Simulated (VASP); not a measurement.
# KF (R-3m) in VASP: a series of runs, part 2 of 2

VASP 6.6.1. Earlier steps stand in the parts before.

## (3) Single point, PBE (20.55 Å³/atom)

INCAR

```
SYSTEM = KF
ALGO = Normal
EDIFF = 1E-6
ENCUT = 520
GGA = PE
ISIF = 2
ISMEAR = 0
LASPH = .TRUE.
LCHARG = .FALSE.
LREAL = .FALSE.
LWAVE = .FALSE.
NBANDS = 15
NELM = 60
PREC = Accurate
SIGMA = 0.05
```

KPOINTS

```
k-points
0
G
  8 8 8
  0 0 0
```

POSCAR

```
KF
1.0
    0.0588979706      2.7689272945      2.7689272945
    2.7689272945      0.0588979706      2.7689272945
    2.7689272945      2.7689272945      0.0588979706
K F
1 1
Direct
    0.0000000000      0.0000000000      0.0000000000
    0.5000000000      0.5000000000      0.5000000000
```

Potentials or basis: VASP PAW PBE potentials, release 64 (K_sv, F).

The run is started by

```bash
$ cat potpaw_PBE.64/K_sv/POTCAR potpaw_PBE.64/F/POTCAR > POTCAR
$ mpirun -np 1 vasp_std > vasp.out
```

OUTCAR:

```text
SYSTEM = KF
   EDIFF = 1E-6
   ENCUT = 520
   GGA = PE
   ISIF = 2
   ISMEAR = 0
   LASPH = .TRUE.
   LREAL = .FALSE.
   NELM = 60
   PREC = Accurate

 ion  position               nearest neighbor table
   1  0.000  0.000  0.000-   2 2.74   2 2.74   2 2.74   2 2.74   2 2.74   2 2.74
   2  0.500  0.500  0.500-   1 2.74   1 2.74   1 2.74   1 2.74   1 2.74   1 2.74

  LATTYP: Found a trigonal (rhomboedric) cell.
 ALAT       =     3.9162974473
 COS(alpha) =     0.5211531429

  Lattice vectors:
[... 620 lines left out ...]

------------------------ aborting loop because EDIFF is reached ----------------------------------------

  FORCE on cell =-STRESS in cart. coord.  units (eV):
  Direction    XX          YY          ZZ          XY          YZ          ZX
  --------------------------------------------------------------------------------------
  -------------------------------------------------------------------------------------
  Total       -0.2236161     -0.2236161     -0.2236161     -0.0801124     -0.0801124     -0.0801124
  in kB       -8.7162490     -8.7162490     -8.7162490     -3.1226725     -3.1226725     -3.1226725
  external PRESSURE =      -8.7162490 kB  Pullay stress =       0.0000000 kB

 VOLUME and BASIS-vectors are now :
 -----------------------------------------------------------------------------
  energy-cutoff  :      520.00
  volume of cell :       41.10
      direct lattice vectors                 reciprocal lattice vectors
     0.058897971  2.768927295  2.768927295    -0.186441451  0.182558246  0.182558246
     2.768927295  0.058897971  2.768927295     0.182558246 -0.186441451  0.182558246
     2.768927295  2.768927295  0.058897971     0.182558246  0.182558246 -0.186441451

 POSITION                                       TOTAL-FORCE (eV/Angst)
 -----------------------------------------------------------------------------------
      0.00000      0.00000      0.00000         0.000000      0.000000      0.000000
      2.79838      2.79838      2.79838         0.000000     -0.000000     -0.000000
 -----------------------------------------------------------------------------------
    total drift:                                0.000000      0.000000      0.000000

  FREE ENERGIE OF THE ION-ELECTRON SYSTEM (eV)
  ---------------------------------------------------
  free  energy   TOTEN  =        -8.2947687669 eV

  energy  without entropy=       -8.2947687669  energy(sigma->0) =       -8.29476877
```

OSZICAR:

```text
N       E                     dE             d eps       ncg     rms          rms(c)
DAV:   1     0.107580836977E+03    0.10758E+03   -0.81911E+03  1950   0.103E+03
DAV:   2    -0.505861093898E+01   -0.11264E+03   -0.10378E+03  2514   0.279E+02
DAV:   3    -0.945536566842E+01   -0.43968E+01   -0.43753E+01  2567   0.492E+01
DAV:   4    -0.958352296701E+01   -0.12816E+00   -0.12815E+00  2701   0.781E+00
DAV:   5    -0.958443881056E+01   -0.91584E-03   -0.91584E-03  2565   0.659E-01    0.624E+00
DAV:   6    -0.833188357650E+01    0.12526E+01   -0.36501E+00  2048   0.141E+01    0.365E+00
DAV:   7    -0.829838125604E+01    0.33502E-01   -0.66240E-02  2384   0.220E+00    0.203E+00
DAV:   8    -0.829228729909E+01    0.60940E-02   -0.55358E-02  2244   0.227E+00    0.200E-01
DAV:   9    -0.829400064650E+01   -0.17133E-02   -0.36950E-03  2356   0.506E-01    0.121E-01
DAV:  10    -0.829462750249E+01   -0.62686E-03   -0.47891E-04  2139   0.183E-01    0.664E-02
DAV:  11    -0.829476805743E+01   -0.14055E-03   -0.13325E-04  2076   0.944E-02    0.184E-02
DAV:  12    -0.829476843818E+01   -0.38075E-06   -0.10950E-05  2447   0.317E-02    0.401E-03
DAV:  13    -0.829476876691E+01   -0.32873E-06   -0.20535E-06  2118   0.125E-02
   1 F= -.82947688E+01 E0= -.82947688E+01  d E =-.209886E-22
```

Run time: 56 s. Hardware: 1 thread of Intel Xeon 8259CL, shared host; peak memory 0.19 GiB.

What came out:

```
Free energy            : -8.2948 eV
Pressure               : -0.9 GPa
Band gap on the k mesh : 5.77 eV
```

Levels at points of the mesh, in eV from the valence-band top:
```csv
k point,band 4,band 5,band 6,band 7,band 8,band 9,band 10,band 11,band 12,band 13
"(0.00, 0.00, 0.00)",-9.67,-9.67,-0.03,0.00,0.00,5.77,10.26,10.54,10.54,12.03
"(0.50, 0.00, 0.00)",-9.71,-9.70,-0.72,-0.34,-0.29,8.76,10.08,11.58,11.85,13.74
"(0.50, 0.50, 0.00)",-9.84,-9.83,-0.26,-0.10,-0.07,8.11,9.87,11.21,13.18,13.74
"(0.50, 0.50, 0.50)",-9.69,-9.69,-0.73,-0.27,-0.27,8.65,9.96,11.66,11.66,13.78
```

## (4) Single point, PBE (20.87 Å³/atom)

This run uses another cell than the first one, of 20.87 Å³/atom.

INCAR

```
ALGO = Normal
EDIFF = 1E-6
ENCUT = 520
GGA = PE
ISIF = 2
ISMEAR = 0
LASPH = T
LCHARG = F
LREAL = F
LWAVE = F
NBANDS = 15
NELM = 60
PREC = Accurate
SIGMA = 0.05
```

KPOINTS

```
k-points
0
Gamma
  8 8 8
```

POSCAR

```
KF
1.0
    0.0295759140      2.7680864711      2.7680864711
    2.7680864711      0.0295759140      2.7680864711
    2.7680864711      2.7680864711      0.0295759140
K F
1 1
Direct
    0.0000000000      0.0000000000      0.0000000000
    0.5000000000      0.5000000000      0.5000000000
```

The run is started by

```bash
$ cat potpaw_PBE.64/K_sv/POTCAR potpaw_PBE.64/F/POTCAR > POTCAR
$ mpirun -np 1 vasp_std > vasp.out
```

Wall time 69 s (1 thread of Intel Xeon 8259CL, shared host); peak memory 0.19 GiB.

It converged, with:

```
Free energy            : -8.2932 eV
Pressure               : -1.2 GPa
Band gap on the k mesh : 5.71 eV
```

Stress tensor (GPa, compression positive):
```
-1.24 -0.15 -0.15
-0.15 -1.24 -0.15
-0.15 -0.15 -1.24
```

Levels at points of the mesh, in eV from the valence-band top:
```tsv
k point	band 4	band 5	band 6	band 7	band 8	band 9	band 10	band 11	band 12	band 13
(0.00, 0.00, 0.00)	-9.71	-9.71	-0.02	0.00	0.00	5.71	10.32	10.46	10.46	11.97
(0.50, 0.00, 0.00)	-9.75	-9.74	-0.70	-0.30	-0.28	8.70	9.96	11.57	11.71	13.69
(0.50, 0.50, 0.00)	-9.88	-9.87	-0.25	-0.08	-0.07	8.10	9.80	11.10	13.12	13.66
(0.50, 0.50, 0.50)	-9.74	-9.74	-0.71	-0.27	-0.27	8.64	9.90	11.62	11.62	13.70
```

A k mesh can miss the band edges. A hybrid or GW would open this gap; PBE tends to underestimate it.

## (5) Summary

```csv
cell,gap on the mesh (eV),pressure (GPa)
"a = 3.833 Å, angles 61.4°, 2 atoms",5.77,-0.9
"a = 3.916 Å, angles 58.6°, 2 atoms",5.77,-0.9
"a = 3.915 Å, angles 59.3°, 2 atoms",5.71,-1.2
```

Alike in all rows: task single point; level PBE; potentials or basis VASP PAW PBE potentials, release 64 (K_sv, F); no spin polarisation; k mesh 8 × 8 × 8; cutoff (eV) 520; smearing gaussian 0.05 eV.

Total energies depend on the potentials used, so only differences within one code and one set of settings carry meaning.
